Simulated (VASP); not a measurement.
# As (R-3m) in VASP: a series of runs

As is run at these levels: LDA; tasks: single point, relaxation of cell and atoms.

All numbers are computed with VASP 6.6.1; they aren't measurements. Logs are shortened: lines on timing, memory, paths and dates and some standing lists are left out, and cuts for length are marked.

### 1 The cell of the first run

It takes space group R-3m (No. 166, trigonal). Conventional cell: a = 3.759 Å, b = 3.759 Å, c = 9.985 Å, α = 90.00°, β = 90.00°, γ = 120.00°. Within 3.3 Å of As (site symmetry 3m) lie 6 As at 2.52 to 2.99 Å.

### 2 Single point, LDA

INCAR reads:

```
SYSTEM = As
  ALGO = Normal
  EDIFF = 1E-7
  ENCUT = 520
  GGA = CA
  ISIF = 2
  ISMEAR = 0
  LASPH = .True.
  LCHARG = .False.
  LREAL = .False.
  LWAVE = .False.
  NBANDS = 12
  NELM = 80
  PREC = Accurate
  SIGMA = 0.05
```

KPOINTS reads:

```
k-points
0
Gamma
  14 14 14
  0 0 0
```

POSCAR reads:

```
As
1.0
    1.8797129982      1.0852528055      3.3284952501
   -1.8797129982      1.0852528055      3.3284952501
    0.0000000000     -2.1705056111      3.3284952501
As
2
Direct
    0.7694345559      0.7694345559      0.7694345559
    0.2305654441      0.2305654441      0.2305654441
```

Potentials or basis: VASP PAW LDA potentials, release 64 (As).

Started as:

```sh
> cat potpaw_LDA.64/As/POTCAR > POTCAR
> mpirun -np 1 vasp_std > vasp.out
```

OUTCAR:

```text
SYSTEM = As
   EDIFF = 1E-7
   ENCUT = 520
   GGA = CA
   ISIF = 2
   ISMEAR = 0
   LASPH = .True.
   LREAL = .False.
   NELM = 80
   PREC = Accurate

 ion  position               nearest neighbor table
   1  0.769  0.769  0.769-   2 2.52   2 2.52   2 2.52
   2  0.231  0.231  0.231-   1 2.52   1 2.52   1 2.52

  LATTYP: Found a trigonal (rhomboedric) cell.
 ALAT       =     3.9736601814
 COS(alpha) =     0.5524602284

  Lattice vectors:

 A1 = (   1.8797129982,   1.0852528055,   3.3284952501)
 A2 = (  -1.8797129982,   1.0852528055,   3.3284952501)
 A3 = (   0.0000000000,  -2.1705056111,   3.3284952501)

Analysis of symmetry for initial positions (statically):
=====================================================================
 Subroutine PRICEL returns:
 Original cell was already a primitive cell.

 Routine SETGRP: Setting up the symmetry group for a
 trigonal (rhombohedral) supercell.

 Subroutine GETGRP returns: Found 12 space group operations
 (whereof 12 operations were pure point group operations)
 out of a pool of 12 trial point group operations.

The static configuration has the point symmetry D_3d.

Analysis of symmetry for dynamics (positions and initial velocities):
=====================================================================
 Subroutine PRICEL returns:
 Original cell was already a primitive cell.

 Routine SETGRP: Setting up the symmetry group for a
 trigonal (rhombohedral) supercell.

 Subroutine GETGRP returns: Found 12 space group operations
 (whereof 12 operations were pure point group operations)
 out of a pool of 12 trial point group operations.

The dynamic configuration has the point symmetry D_3d.

 Subroutine INISYM returns: Found 12 space group operations
 (whereof 12 operations are pure point group operations),
 and found     1 'primitive' translations

----------------------------------------------------------------------------------------

                                     Primitive cell

  volume of cell :      40.7401

  direct lattice vectors                    reciprocal lattice vectors
     1.879712998  1.085252805  3.328495250     0.265998054  0.153574048  0.100145353
    -1.879712998  1.085252805  3.328495250    -0.265998054  0.153574048  0.100145353
     0.000000000 -2.170505611  3.328495250     0.000000000 -0.307148096  0.100145353

  length of vectors
     3.973660181  3.973660181  3.973660181     0.323061983  0.323061983  0.323061983

  position of ions in fractional coordinates (direct lattice)
     0.769434556  0.769434556  0.769434556
     0.230565444  0.230565444  0.230565444

  ion indices of the primitive-cell ions
   primitive index   ion index
                 1           1
                 2           2

----------------------------------------------------------------------------------------

 KPOINTS: k-points

Automatic generation of k-mesh.
 Grid dimensions read from file:
 generate k-points for:   14   14   14

 Generating k-lattice:

  Cartesian coordinates                     Fractional coordinates (reciprocal lattice)
     0.018999861  0.010969575  0.007153240     0.071428571  0.000000000 -0.000000000
    -0.018999861  0.010969575  0.007153240     0.000000000  0.071428571 -0.000000000
     0.000000000 -0.021939150  0.007153240    -0.000000000 -0.000000000  0.071428571

  Length of vectors
     0.023075856  0.023075856  0.023075856

  Shift w.r.t. Gamma in fractional coordinates (k-lattice)
     0.000000000  0.000000000  0.000000000

 Subroutine IBZKPT returns following result:
 ===========================================

 Found    288 irreducible k-points:

 Following reciprocal coordinates:
            Coordinates               Weight
  0.000000  0.000000  0.000000      1.000000
  0.071429  0.000000  0.000000      6.000000
  0.142857  0.000000  0.000000      6.000000
  0.214286  0.000000  0.000000      6.000000
  0.285714  0.000000  0.000000      6.000000
  0.357143  0.000000  0.000000      6.000000
[... 16 lines left out ...]
  0.214286  0.142857  0.000000     12.000000
  0.285714  0.142857  0.000000     12.000000
 [... further k-points ...]
   k-points           NKPTS =    288   k-points in BZ     NKDIM =    288   number of bands    NBANDS=     12
   number of dos      NEDOS =    301   number of ions     NIONS =      2
   total plane-waves  NPLWV =  27000
   dimension x,y,z NGX =    30 NGY =   30 NGZ =   30
   dimension x,y,z NGXF=    60 NGYF=   60 NGZF=   60
   ions per type =               2
   NGX,Y,Z   is equivalent  to a cutoff of  12.55, 12.55, 12.55 a.u.
   NGXF,Y,Z  is equivalent  to a cutoff of  25.10, 25.10, 25.10 a.u.
 SYSTEM =  As
   PREC   = accura    normal or accurate (medium, high low for compatibility)
   ISTART =      0    job   : 0-new  1-cont  2-samecut
   ICHARG =      2    charge: 1-file 2-atom 10-const
   ISPIN  =      1    spin polarized calculation?
   LNONCOLLINEAR =      F non collinear calculations
   LSORBIT =      F    spin-orbit coupling
   LASPH  =      T    aspherical Exc in radial PAW
   ENCUT  =  520.0 eV  38.22 Ry    6.18 a.u.   7.39  7.39  7.39*2*pi/ulx,y,z
   NELM   =     80;   NELMIN=  2; NELMDL= -5     # of ELM steps
   EDIFF  = 0.1E-06   stopping-criterion for ELM
   LREAL  =      F    real-space projection
   EDIFFG = 0.1E-05   stopping-criterion for IOM
   NSW    =      0    number of steps for IOM
   IBRION =     -1    ionic relax: 0-MD 1-quasi-New 2-CG
   NFREE  =      0    steps in history (QN), initial steepest desc. (CG)
   ISIF   =      2    stress and relaxation
   ISYM   =      2    0-nonsym 1-usesym 2-fastsym
   POTIM  = 0.5000    time-step for ionic-motion
   TEBEG  =    0.0;   TEEND  =   0.0 temperature during run
   PSTRESS=    0.0 pullay stress
   NELECT =      10.0000    total number of electrons
   NUPDOWN=      -1.0000    fix difference up-down
   EMIN   =  10.00;   EMAX   =-10.00  energy-range for DOS
   EFERMI =   0.00;   METHOD = LEGACY
   ISMEAR =     0;   SIGMA  =   0.05  broadening in eV -4-tet -1-fermi 0-gaus
   EFERMI_NEDOS =   21; number of points for ismear=-14 and -15
   IALGO  =     38    algorithm
   IMIX   =      4    mixing-type and parameters
     AMIX     =   0.40;   BMIX     =  1.00
     AMIX_MAG =   1.60;   BMIX_MAG =  1.00
  volume/ion in A,a.u.               =      20.37       137.46
  Fermi-wavevector in a.u.,A,eV,Ry     =   1.025025  1.937016 14.295307  1.050675
  Thomas-Fermi vector in A             =   2.158843
   LORBIT       =      0    0 simple, 1 ext, 2 COOP (PROOUT), +10 PAW based schemes
   GGA     = CA    functional components
   LHFCALC =     F    Hartree Fock is set to
   AEXX    =    0.0000 exact exchange contribution
   IVDW    =     0    specifies the selected vdW correction
   LEPSILON=     F    determine dielectric tensor
   LRPA    =     F    only Hartree local field effects (RPA)
 non-spin polarized calculation
 Gauss-broadening in eV      SIGMA  =   0.05
  energy-cutoff  :      520.00
  volume of cell :       40.74
 maximum number of plane-waves:      1109
 NGX is ok and might be reduce to    30
   NGX = 15   NGY = 15   NGZ = 15

 number of electron      10.0000001 magnetization

 Free energy of the ion-electron system (eV)
  ---------------------------------------------------
  ext. energy  EPLUGINS =         0.00000000
  ---------------------------------------------------
  free energy    TOTEN  =       -10.78348151 eV

  energy without entropy =      -10.78337040  energy(sigma->0) =      -10.78342596

 E-fermi :   6.0986     XC(G=0): -10.4162

 val. band max:        5.9851692931   @ k =   0.4286   0.0714   0.0714
 cond. band min:       6.1186262658   @ k =  -0.4286   0.5000   0.4286
 fundamental gap:      0.1334569727
 Fermi energy:         6.0985518508

 k-point     1 :       0.0000    0.0000    0.0000
  band No.  band energies     occupation
      1      -9.3292      2.00000
      2       0.5288      2.00000
      3       3.6108      2.00000
      4       3.8930      2.00000
      5       3.8930      2.00000
      6       8.1565      0.00000
      7       9.1846      0.00000
      8       9.1846      0.00000
      9      12.4814      0.00000
     10      12.4814      0.00000
     11      12.9085      0.00000
     12      14.6065      0.00000

 k-point     2 :       0.0714    0.0000    0.0000
  band No.  band energies     occupation
      1      -9.2587      2.00000
      2       0.2078      2.00000
      3       3.6347      2.00000
      4       3.8590      2.00000
      5       3.9739      2.00000
      6       8.2138      0.00000
      7       9.0184      0.00000
      8       9.0648      0.00000
      9      12.0894      0.00000
     10      12.4174      0.00000
     11      12.5887      0.00000
     12      15.1104      0.00000

 k-point     3 :       0.1429    0.0000    0.0000
  band No.  band energies     occupation
      1      -9.0479      2.00000
      2      -0.5882      2.00000
      3       3.5913      2.00000
      4       3.7705      2.00000
      5       4.2353      2.00000
      6       8.1566      0.00000
      7       8.6323      0.00000
      8       8.7026      0.00000
      9      11.6396      0.00000
     10      12.3735      0.00000
     11      12.5682      0.00000
     12      16.2665      0.00000
[... 286 lines left out ...]
 k-point    23 :       0.2143    0.1429    0.0000
  band No.  band energies     occupation
      1      -8.7335      2.00000
      2      -1.2456      2.00000
      3       2.6293      2.00000
      4       3.0771      2.00000
      5       5.1696      2.00000
      6       7.1054      0.00000
      7       8.6524      0.00000
      8       9.7076      0.00000
      9      11.2642      0.00000
     10      13.3776      0.00000
     11      14.0152      0.00000
     12      15.6660      0.00000

 k-point    24 :       0.2857    0.1429    0.0000
  band No.  band energies     occupation
      1      -8.3558      2.00000
      2      -2.0738      2.00000
      3       2.4202      2.00000
      4       2.8765      2.00000
      5       4.7373      2.00000
      6       7.3979      0.00000
      7       8.8042      0.00000
      8       9.3432      0.00000
      9      10.9225      0.00000
     10      14.1279      0.00000
     11      14.7023      0.00000
     12      16.8067      0.00000

 [... further k-points ...]

------------------------ aborting loop because EDIFF is reached ----------------------------------------

  FORCE on cell =-STRESS in cart. coord.  units (eV):
  Direction    XX          YY          ZZ          XY          YZ          ZX
  --------------------------------------------------------------------------------------
  -------------------------------------------------------------------------------------
  Total        0.1295103      0.1295103      0.0843172      0.0000000     -0.0000000      0.0000000
  in kB        5.0932290      5.0932290      3.3159300      0.0000000     -0.0000000      0.0000000
  external PRESSURE =       4.5007960 kB  Pullay stress =       0.0000000 kB

 VOLUME and BASIS-vectors are now :
 -----------------------------------------------------------------------------
  energy-cutoff  :      520.00
  volume of cell :       40.74
      direct lattice vectors                 reciprocal lattice vectors
     1.879712998  1.085252805  3.328495250     0.265998054  0.153574048  0.100145353
    -1.879712998  1.085252805  3.328495250    -0.265998054  0.153574048  0.100145353
     0.000000000 -2.170505611  3.328495250     0.000000000 -0.307148096  0.100145353

 POSITION                                       TOTAL-FORCE (eV/Angst)
 -----------------------------------------------------------------------------------
      0.00000     -0.00000      7.68318         0.000000      0.000000     -0.064730
      0.00000     -0.00000      2.30231         0.000000     -0.000000      0.064730
 -----------------------------------------------------------------------------------
    total drift:                               -0.000000      0.000000     -0.000000

  FREE ENERGIE OF THE ION-ELECTRON SYSTEM (eV)
  ---------------------------------------------------
  free  energy   TOTEN  =       -10.7834815113 eV

  energy  without entropy=      -10.7833704049  energy(sigma->0) =      -10.78342596
```

It took 87 s on 1 thread of Intel Xeon Platinum 8488C (Sapphire Rapids), shared host; peak memory 0.23 GiB.

Results:

```
Free energy            : -10.7835 eV
Pressure               : 0.5 GPa
Largest force          : 0.065 eV/Å
Band gap on the k mesh : zero (bands 5 and 6 overlap by 0.43 eV)
```

Forces in eV/Å, atoms in the order of the input:
```
As   0.000  0.000 -0.065
As   0.000  0.000  0.065
```

### 3 Relaxation of cell and atoms, LDA

This run uses another cell than the first one, of 21.53 Å³/atom.

INCAR reads:

```
SYSTEM = As
  PREC = Accurate
  ENCUT = 600
  EDIFF = 1E-7
  ISMEAR = 0
  SIGMA = 0.05
  LREAL = .FALSE.
  LASPH = .TRUE.
  NELM = 80
  ALGO = Normal
  ISIF = 3
  LWAVE = .FALSE.
  LCHARG = .FALSE.
  IBRION = 2
  NSW = 100
  EDIFFG = -0.002
```

KPOINTS reads:

```
Automatic mesh
0
G
  14 14 14
  0 0 0
```

POSCAR reads:

```
As
1.0
    1.8807968987      1.0858785957      3.5140619945
   -1.8807968987      1.0858785957      3.5140619945
    0.0000000000     -2.1717571915      3.5140619945
As
2
Direct
    0.7740000000      0.7740000000      0.7740000000
    0.2260000000      0.2260000000      0.2260000000
```

Potentials or basis: VASP PAW LDA potentials, release 64 (As).

Started as:

```sh
> cat potpaw_LDA.64/As/POTCAR > POTCAR
> mpirun -np 1 vasp_std > vasp.out
```

Run time: 9.3 min. Hardware: 1 thread of Intel Xeon Platinum 8488C (Sapphire Rapids), shared host; peak memory 0.27 GiB.

Results (log left out):

- Free energy: -10.7840 eV
- Relaxed volume: 20.42 Å³/atom
- Relaxed cell: a = 3.972 Å, b = 3.972 Å, c = 3.972 Å, α = 56.61°, β = 56.61°, γ = 56.61°
- Space group after relaxing (to 0.1 Å): R-3m (No. 166)
- Energy gained by relaxing: 14.3 meV/atom
- Ionic steps: 14
- Pressure after relaxing: 0.0 GPa
- Band gap on the k mesh: zero (bands 5 and 6 overlap by 0.43 eV)

Step by step:
```csv
step,energy change (eV),largest force (eV/Å),pressure (GPa),volume (Å³)
1,0.0000,0.3292,-0.87,43.06
2,-0.0121,0.1854,-0.44,42.33
3,-0.0191,0.0151,0.38,41.23
4,-0.0263,0.0784,-0.24,41.13
5,-0.0276,0.1058,-0.53,41.08
6,-0.0276,0.0864,0.80,40.47
7,-0.0286,0.0096,0.12,40.77
8,-0.0287,0.0000,-0.04,40.85
9,-0.0287,0.0021,0.00,40.83
10,-0.0287,0.0022,0.00,40.83
11,-0.0287,0.0004,0.01,40.83
12,-0.0287,0.0003,0.01,40.83
13,-0.0287,0.0005,0.02,40.84
14,-0.0287,0.0013,0.00,40.85
```

Final structure:
```cif
data_structure
_symmetry_space_group_name_H-M 'P 1'
_symmetry_Int_Tables_number 1
_cell_length_a 3.9721
_cell_length_b 3.9721
_cell_length_c 3.9721
_cell_angle_alpha 56.610
_cell_angle_beta 56.610
_cell_angle_gamma 56.610
_cell_volume 40.85
loop_
_atom_site_label
_atom_site_type_symbol
_atom_site_fract_x
_atom_site_fract_y
_atom_site_fract_z
_atom_site_occupancy
As1 As 0.76905 0.76905 0.76905 1
As2 As 0.23095 0.23095 0.23095 1
```

Levels at points of the mesh, in eV from the Fermi level:
```
           k point  band 2  band 3  band 4  band 5  band 6  band 7  band 8  band 9
(0.00, 0.00, 0.00)   -5.57   -2.45   -2.18   -2.18    2.12    3.11    3.11    6.37
(0.50, 0.00, 0.00)  -11.49   -2.63   -2.42   -0.41   -0.35    0.17    0.74    9.43
(0.50, 0.50, 0.00)   -9.63   -6.55   -4.51   -4.46    1.48    5.74    6.68    7.78
(0.50, 0.50, 0.50)  -10.60   -1.80   -1.80   -0.76    0.21    0.21    1.48    8.49
```

LDA usually gives volumes a few per cent too small. Zero-point motion and thermal expansion aren't in these numbers.
